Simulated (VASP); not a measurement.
# W (Im-3m) in VASP: notebook, part 2 of 2

VASP 6.6.1.

## Step 3: Single point, PBEsol

This run uses another cell than the first one, of 15.68 Å³/atom, 0.998 times its volume.

INCAR

```
SYSTEM = W
ALGO     = Normal         ! electronic algorithm
EDIFF    = 1E-6           ! SCF threshold, eV
ENCUT    = 500            ! plane-wave cutoff, eV
GGA      = PS             ! functional
GGA_COMPAT= .FALSE.      
ISIF     = 2              ! what is computed and relaxed
ISMEAR   = 0              ! smearing method
LASPH    = .TRUE.         ! aspherical terms in the spheres
LCHARG   = .TRUE.         ! write CHGCAR
LELF     = .TRUE.         ! ELF
LREAL    = .FALSE.        ! projectors in reciprocal space
LVHAR    = .TRUE.       
LWAVE    = .FALSE.        ! write WAVECAR
NBANDS   = 13             ! bands
NELM     = 120            ! most SCF steps
PREC     = Accurate       ! precision mode
SIGMA    = 0.1            ! smearing width, eV
```

KPOINTS

```
k-points
0
G
  16 16 16
  0 0 0
```

POSCAR

```
W
1.0
   -1.5766580796      1.5766580796      1.5766580796
    1.5766580796     -1.5766580796      1.5766580796
    1.5766580796      1.5766580796     -1.5766580796
W
1
Direct
    0.0000000000      0.0000000000      0.0000000000
```

Potentials or basis: VASP PAW PBE potentials, release 64 (W_sv).

Launch:

```
> cat potpaw_PBE.64/W_sv/POTCAR > POTCAR
> mpirun -np 1 vasp_std > vasp.out
```

OUTCAR:

```text
SYSTEM = W
   EDIFF = 1E-6
   ENCUT = 500
   GGA = PS
   ISIF = 2
   ISMEAR = 0
   LASPH = .TRUE.
   LREAL = .FALSE.
   NELM = 120
   PREC = Accurate

 ion  position               nearest neighbor table
   1  0.000  0.000  0.000-

  LATTYP: Found a body centered cubic cell.
 ALAT       =     3.1533161592

  Lattice vectors:

 A1 = (  -1.5766580796,   1.5766580796,   1.5766580796)
 A2 = (   1.5766580796,  -1.5766580796,   1.5766580796)
 A3 = (   1.5766580796,   1.5766580796,  -1.5766580796)

Analysis of symmetry for initial positions (statically):
=====================================================================
 Subroutine PRICEL returns:
 Original cell was already a primitive cell.

 Routine SETGRP: Setting up the symmetry group for a
 body centered cubic supercell.

 Subroutine GETGRP returns: Found 48 space group operations
 (whereof 48 operations were pure point group operations)
 out of a pool of 48 trial point group operations.

The static configuration has the point symmetry O_h .

Analysis of symmetry for dynamics (positions and initial velocities):
[... 165 lines left out ...]
  band No.  band energies     occupation
      1     -62.6916      2.00000
      2     -26.2331      2.00000
      3     -26.2331      2.00000
      4     -26.2331      2.00000
      5       1.7203      2.00000
      6      10.1839      2.00000
      7      10.1839      2.00000
      8      10.1839      2.00000
      9      13.6995      0.00000
     10      13.6995      0.00000
     11      26.0012      0.00000
     12      26.0012      0.00000
     13      26.0012      0.00000
[... 354 lines left out ...]
  band No.  band energies     occupation
      1     -62.5664      2.00000
      2     -27.2897      2.00000
      3     -26.6727      2.00000
      4     -26.3495      2.00000
      5       6.0353      2.00000
      6       8.2540      2.00000
      7       9.0958      2.00000
      8      13.0119      0.00000
      9      14.5772      0.00000
     10      16.8378      0.00000
     11      24.0296      0.00000
     12      26.8316      0.00000
     13      28.7434      0.00000

 [... further k-points ...]

------------------------ aborting loop because EDIFF is reached ----------------------------------------

  FORCE on cell =-STRESS in cart. coord.  units (eV):
  Direction    XX          YY          ZZ          XY          YZ          ZX
  --------------------------------------------------------------------------------------
  -------------------------------------------------------------------------------------
  Total        0.0559289      0.0559289      0.0559289      0.0000000      0.0000000      0.0000000
  in kB        5.7157611      5.7157611      5.7157611      0.0000000      0.0000000      0.0000000
  external PRESSURE =       5.7157611 kB  Pullay stress =       0.0000000 kB

 VOLUME and BASIS-vectors are now :
 -----------------------------------------------------------------------------
  energy-cutoff  :      500.00
  volume of cell :       15.68
      direct lattice vectors                 reciprocal lattice vectors
    -1.576658080  1.576658080  1.576658080     0.000000000  0.317126463  0.317126463
     1.576658080 -1.576658080  1.576658080     0.317126463  0.000000000  0.317126463
     1.576658080  1.576658080 -1.576658080     0.317126463  0.317126463  0.000000000

 POSITION                                       TOTAL-FORCE (eV/Angst)
 -----------------------------------------------------------------------------------
      0.00000      0.00000      0.00000         0.000000     -0.000000      0.000000
 -----------------------------------------------------------------------------------
    total drift:                                0.000000     -0.000000      0.000000

  FREE ENERGIE OF THE ION-ELECTRON SYSTEM (eV)
  ---------------------------------------------------
  free  energy   TOTEN  =       -13.8095240876 eV

  energy  without entropy=      -13.8065637444  energy(sigma->0) =      -13.80804392
```

OSZICAR:

```text
N       E                     dE             d eps       ncg     rms          rms(c)
DAV:   1     0.807877366153E+02    0.80788E+02   -0.73879E+03  3794   0.120E+03
DAV:   2    -0.129602229733E+02   -0.93748E+02   -0.89888E+02  4230   0.309E+02
DAV:   3    -0.144911702977E+02   -0.15309E+01   -0.15252E+01  4155   0.385E+01
DAV:   4    -0.144973504459E+02   -0.61801E-02   -0.61799E-02  4150   0.264E+00
DAV:   5    -0.144973975638E+02   -0.47118E-04   -0.47118E-04  4240   0.223E-01    0.221E+01
DAV:   6    -0.139571281395E+02    0.54027E+00   -0.43083E-01  3940   0.871E+00    0.885E+00
DAV:   7    -0.138144405463E+02    0.14269E+00   -0.22358E-01  4160   0.594E+00    0.616E-01
DAV:   8    -0.138097846577E+02    0.46559E-02   -0.50343E-03  3820   0.958E-01    0.144E-01
DAV:   9    -0.138095258066E+02    0.25885E-03   -0.15824E-04  4270   0.150E-01    0.341E-02
DAV:  10    -0.138095239518E+02    0.18547E-05   -0.14482E-05  4075   0.514E-02    0.592E-03
DAV:  11    -0.138095240876E+02   -0.13577E-06   -0.24190E-07  2620   0.614E-03
   1 F= -.13809524E+02 E0= -.13808044E+02  d E =-.296034E-02
```

stdout:

```text
POSCAR found type information on POSCAR W
 POSCAR found :  1 types and       1 ions
 scaLAPACK will be used
 -----------------------------------------------------------------------------
|                                                                             |
|                                                                             |
|     You enforced a specific xc type in the INCAR file but a different       |
|     I HOPE YOU KNOW WHAT YOU ARE DOING!                                     |
|                                                                             |
 -----------------------------------------------------------------------------

 LDA part: xc-table for (Slater+PW92), standard interpolation
 POSCAR, INCAR and KPOINTS ok, starting setup
 FFT: planning ... GRIDC
 FFT: planning ... GRID_SOFT
 FFT: planning ... GRID
 WAVECAR not read
 entering main loop
```

Wall time 27 s (1 thread of Intel Xeon 8259CL, shared host); peak memory 0.14 GiB.

Results:

- Free energy: -13.8095 eV
- Pressure: 0.6 GPa
- Band gap on the k mesh: zero (band 7 reaches 16.70 eV, above the bottom of band 8 at 10.18 eV)

Levels at points of the mesh, in eV from the Fermi level:
```tsv
k point	band 4	band 5	band 6	band 7	band 8	band 9	band 10	band 11
(0.00, 0.00, 0.00)	-37.71	-9.76	-1.29	-1.29	-1.29	2.22	2.22	14.53
(0.50, 0.00, 0.00)	-37.72	-6.40	-3.67	0.69	2.13	3.12	6.23	11.21
(0.50, 0.50, 0.50)	-38.65	-5.98	-5.98	5.22	5.22	5.22	8.30	8.30
```

Caveat: the PAW data sets were made with another functional, which shifts forces and pressure a little; spin-orbit coupling is left out, which moves the levels of the heavy elements.

## Step 4: Single point, PBEsol

INCAR

```
  PREC = Accurate
  ENCUT = 500
  EDIFF = 1E-6
  ISMEAR = -1
  SIGMA = 0.15
  LREAL = False
  LASPH = True
  NELM = 120
  ALGO = Normal
  ISIF = 2
  LWAVE = False
  LCHARG = False
  GGA = PS
  NBANDS = 13
  GGA_COMPAT = False
```

KPOINTS

```
regular mesh
0
Gamma
  16 16 16
```

POSCAR

```
W
1.0
   -1.5770451387      1.5770451387      1.5770451387
    1.5770451387     -1.5770451387      1.5770451387
    1.5770451387      1.5770451387     -1.5770451387
W
1
Direct
    0.0000000000      0.0000000000      0.0000000000
```

Launch:

```
> cat potpaw_PBE.64/W_sv/POTCAR > POTCAR
> mpirun -np 1 vasp_std > vasp.out
```

Run time: 32 s. Hardware: 1 thread of Intel Xeon 8259CL, shared host; peak memory 0.14 GiB.

It converged, with:

```yaml
Free_energy: -13.8252 eV
Pressure: 0.6 GPa
Band_gap_on_the_k_mesh: zero (band 7 reaches 16.68 eV, above the bottom of band 8 at 10.17 eV)
```

Levels at points of the mesh, in eV from the Fermi level:
```csv
k point,band 5,band 6,band 7,band 8,band 9,band 10
"(0.00, 0.00, 0.00)",-9.69,-1.23,-1.23,-1.23,2.28,2.28
"(0.50, 0.00, 0.00)",-6.34,-3.61,0.75,2.18,3.17,6.28
"(0.50, 0.50, 0.50)",-5.92,-5.92,5.27,5.27,5.27,8.35
```

Caveat: the PAW data sets were made with another functional, which shifts forces and pressure a little; spin-orbit coupling is left out, which moves the levels of the heavy elements.

## Step 5: Relaxation of cell and atoms, PBEsol

This run uses another cell than the first one, of 15.68 Å³/atom, 0.998 times its volume.

INCAR

```
  ALGO = Normal
  EDIFF = 1E-7
  EDIFFG = -0.001
  ENCUT = 500
  GGA = PS
  GGA_COMPAT = False
  IBRION = 2
  ISIF = 3
  ISMEAR = -1
  LASPH = True
  LCHARG = False
  LREAL = False
  LWAVE = False
  NELM = 120
  NELMIN = 4
  NSW = 80
  PREC = Accurate
  SIGMA = 0.15
```

KPOINTS

```
k-points
0
Gamma
  16 16 16
```

POSCAR

```
W
1.0
   -1.5766580796      1.5766580796      1.5766580796
    1.5766580796     -1.5766580796      1.5766580796
    1.5766580796      1.5766580796     -1.5766580796
W
1
Direct
    0.0000000000      0.0000000000      0.0000000000
```

Launch:

```
> cat potpaw_PBE.64/W_sv/POTCAR > POTCAR
> mpirun -np 1 vasp_std > vasp.out
```

Run time: 88 s. Hardware: 1 thread of Intel Xeon 8259CL, shared host; peak memory 0.14 GiB.

Results (log left out):

| Item | Value |
| --- | --- |
| Free energy | -13.8252 eV |
| Relaxed volume | 15.72 Å³/atom |
| Relaxed cell | a = 2.733 Å, b = 2.733 Å, c = 2.733 Å, α = 109.47°, β = 109.47°, γ = 109.47° |
| Space group after relaxing (to 0.05 Å) | Im-3m (No. 229) |
| Energy gained by relaxing | 0.1 meV/atom |
| Ionic steps | 3 |
| Pressure after relaxing | 0.0 GPa |
| Band gap on the k mesh | zero (band 7 reaches 16.64 eV, above the bottom of band 8 at 10.15 eV) |

Step by step:
| step | energy change (eV) | largest force (eV/Å) | pressure (GPa) | volume (Å³) |
| --- | --- | --- | --- | --- |
| 1 | 0.0000 | 0.0000 | 0.83 | 15.68 |
| 2 | 0.0013 | 0.0000 | -2.93 | 15.86 |
| 3 | -0.0001 | 0.0000 | 0.01 | 15.72 |

Final structure:
```cif
data_structure
_symmetry_space_group_name_H-M 'P 1'
_symmetry_Int_Tables_number 1
_cell_length_a 2.7332
_cell_length_b 2.7332
_cell_length_c 2.7332
_cell_angle_alpha 109.471
_cell_angle_beta 109.471
_cell_angle_gamma 109.471
_cell_volume 15.72
loop_
_atom_site_label
_atom_site_type_symbol
_atom_site_fract_x
_atom_site_fract_y
_atom_site_fract_z
_atom_site_occupancy
W1 W 0.00000 0.00000 0.00000 1
```

Levels at points of the mesh, in eV from the Fermi level:
```
           k point  band 4  band 5  band 6  band 7  band 8  band 9  band 10  band 11
(0.00, 0.00, 0.00)  -37.66   -9.68   -1.23   -1.23   -1.23    2.27     2.27    14.58
(0.50, 0.00, 0.00)  -37.67   -6.33   -3.60    0.74    2.18    3.17     6.26    11.23
(0.50, 0.50, 0.50)  -38.59   -5.90   -5.90    5.26    5.26    5.26     8.34     8.34
```

Caveat: the PAW data sets were made with another functional, which shifts forces and pressure a little; spin-orbit coupling is left out, which moves the levels of the heavy elements.

## Step 6: Relaxation of cell and atoms, PBEsol

INCAR

```
SYSTEM = W
ALGO     = Normal         ! electronic algorithm
EDIFF    = 1E-7           ! SCF threshold, eV
EDIFFG   = -0.002         ! ionic threshold
ENCUT    = 500            ! plane-wave cutoff, eV
GGA      = PS             ! functional
GGA_COMPAT= .FALSE.      
IBRION   = 2              ! ionic algorithm
ISIF     = 3              ! what is computed and relaxed
ISMEAR   = 0              ! smearing method
LASPH    = .TRUE.         ! aspherical terms in the spheres
LCHARG   = .FALSE.        ! write CHGCAR
LREAL    = .FALSE.        ! projectors in reciprocal space
LWAVE    = .FALSE.        ! write WAVECAR
NELM     = 120            ! most SCF steps
NELMIN   = 4            
NSW      = 100            ! ionic steps
PREC     = Accurate       ! precision mode
SIGMA    = 0.1            ! smearing width, eV
```

KPOINTS

```
k-points
0
G
  16 16 16
  0 0 0
```

POSCAR

```
W
1.0
   -1.5777232499      1.5777232499      1.5777232499
    1.5777232499     -1.5777232499      1.5777232499
    1.5777232499      1.5777232499     -1.5777232499
W
1
Direct
    0.0000000000      0.0000000000      0.0000000000
```

Potentials or basis: VASP PAW PBE potentials, release 64 (W_sv).

Launch:

```
> cat potpaw_PBE.64/W_sv/POTCAR > POTCAR
> mpirun -np 1 vasp_std > vasp.out
```

It took 68 s on 1 thread of Intel Xeon 8259CL, shared host; peak memory 0.15 GiB.

Results (log left out):

```
Free energy                            : -13.8096 eV
Relaxed volume                         : 15.71 Å³/atom
Relaxed cell                           : a = 2.732 Å, b = 2.732 Å, c = 2.732 Å, α = 109.47°, β = 109.47°, γ = 109.47°
Space group after relaxing (to 0.05 Å) : Im-3m (No. 229)
Energy gained by relaxing              : 0.0 meV/atom
Ionic steps                            : 3
Pressure after relaxing                : 0.0 GPa
Band gap on the k mesh                 : zero (band 7 reaches 16.66 eV, above the bottom of band 8 at 10.16 eV)
```

Final structure:
```yaml
crystal:
  lattice:
    - [-1.57759, 1.57759, 1.57759]
    - [1.57759, -1.57759, 1.57759]
    - [1.57759, 1.57759, -1.57759]
  atoms:
    - { symbol: W, position: [0.00000, 0.00000, 0.00000] }
```

Levels at points of the mesh, in eV from the Fermi level:
| k point | band 4 | band 5 | band 6 | band 7 | band 8 | band 9 | band 10 | band 11 |
| --- | --- | --- | --- | --- | --- | --- | --- | --- |
| (0.00, 0.00, 0.00) | -37.71 | -9.75 | -1.29 | -1.29 | -1.29 | 2.22 | 2.22 | 14.52 |
| (0.50, 0.00, 0.00) | -37.72 | -6.39 | -3.66 | 0.69 | 2.12 | 3.11 | 6.21 | 11.18 |
| (0.50, 0.50, 0.50) | -38.65 | -5.97 | -5.97 | 5.21 | 5.21 | 5.21 | 8.29 | 8.29 |

Caveat: the PAW data sets were made with another functional, which shifts forces and pressure a little; spin-orbit coupling is left out, which moves the levels of the heavy elements.

## Step 7: Summary

| task | cell | k mesh | smearing | gap on the mesh (eV) | pressure (GPa) | relaxed volume (Å³/atom) |
| --- | --- | --- | --- | --- | --- | --- |
| single point | a = 2.733 Å, angles 109.5°, 1 atom | 8 × 8 × 8 | gaussian 0.1 eV | none | 0.7 | - |
| single point | a = 2.731 Å, angles 109.5°, 1 atom | 16 × 16 × 16 | gaussian 0.1 eV | none | 0.6 | - |
| single point | a = 2.732 Å, angles 109.5°, 1 atom | 16 × 16 × 16 | fermi-dirac 0.15 eV | none | 0.6 | - |
| relaxation of cell and atoms | relaxed from a = 2.731 Å, angles 109.5°, 1 atom | 16 × 16 × 16 | fermi-dirac 0.15 eV | none | 0.0 | 15.72 |
| relaxation of cell and atoms | relaxed from a = 2.733 Å, angles 109.5°, 1 atom | 16 × 16 × 16 | gaussian 0.1 eV | none | 0.0 | 15.71 |

Alike in all rows: level PBEsol; potentials or basis VASP PAW PBE potentials, release 64 (W_sv); no spin polarisation; cutoff (eV) 500.

Every run on the cell as given and a fine mesh finds a metal.

Caveats: the PAW data sets were made with another functional, which shifts forces and pressure a little; spin-orbit coupling is left out, which moves the levels of the heavy elements.

Total energies depend on the potentials used, so only differences within one code and one set of settings carry meaning.
